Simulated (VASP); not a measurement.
Set up this calculation in VASP 6.6.1, as the native input.

```
Task                    : single point
Functional              : PBE
Potentials or basis     : VASP PAW PBE potentials, release 64 (Li_sv, F)
Cutoff                  : 520 eV
k mesh                  : 14 × 14 × 14
Occupations             : fermi-dirac, width 0.03 eV
Spin                    : no spin polarisation
Dipole correction       : no
k mesh for the DOS      : 21 × 21 × 21
Occupations for the DOS : tetrahedron
Further INCAR settings  : ALGO = Normal; EDIFF = 1e-07
```

The system is LiF (rocksalt type).

```
CELL_PARAMETERS angstrom
0.00000 2.03405 2.03405
2.03405 0.00000 2.03405
2.03405 2.03405 0.00000
ATOMIC_POSITIONS crystal
Li 0.00000 0.00000 0.00000
F 0.50000 0.50000 0.50000
```

One way to write it, as run:

POSCAR

```
LiF
1.0
    0.0000000000      2.0340519226      2.0340519226
    2.0340519226      0.0000000000      2.0340519226
    2.0340519226      2.0340519226      0.0000000000
Li F
1 1
Direct
    0.0000000000      0.0000000000      0.0000000000
    0.5000000000      0.5000000000      0.5000000000
```

INCAR.step1

```
PREC = Accurate
ENCUT = 520
EDIFF = 1E-7
ISMEAR = -1
SIGMA = 0.03
LREAL = False
LASPH = True
NELM = 80
ALGO = Normal
ISIF = 2
LWAVE = False
LCHARG = True
GGA = PE
NBANDS = 12
```

KPOINTS.step1

```
Automatic mesh
0
Gamma
  14 14 14
```

INCAR.step2

```
PREC = Accurate
ENCUT = 520
EDIFF = 1E-7
ISMEAR = -5
SIGMA = 0.03
LREAL = False
LASPH = True
NELM = 80
ALGO = Normal
ISIF = 2
LWAVE = False
LCHARG = False
GGA = PE
LORBIT = 11
NEDOS = 2001
ICHARG = 11
```

KPOINTS.step2

```
Automatic mesh
0
Gamma
  21 21 21
```

Potentials or basis: VASP PAW PBE potentials, release 64 (Li_sv, F).

Run with:

```bash
$ cat potpaw_PBE.64/Li_sv/POTCAR potpaw_PBE.64/F/POTCAR > POTCAR
$ cp INCAR.step1 INCAR
$ cp KPOINTS.step1 KPOINTS
$ mpirun -np 1 vasp_std > vasp.out
$ cp INCAR.step2 INCAR
$ cp KPOINTS.step2 KPOINTS
$ mpirun -np 1 vasp_std > vasp.out
```

It gave:

The valence electrons inside the program's atomic spheres are Li 2.06; F 6.13.

Wall time 72 s on 1 thread of Intel Xeon 8259CL, on a shared host, peak memory 0.16 GiB.
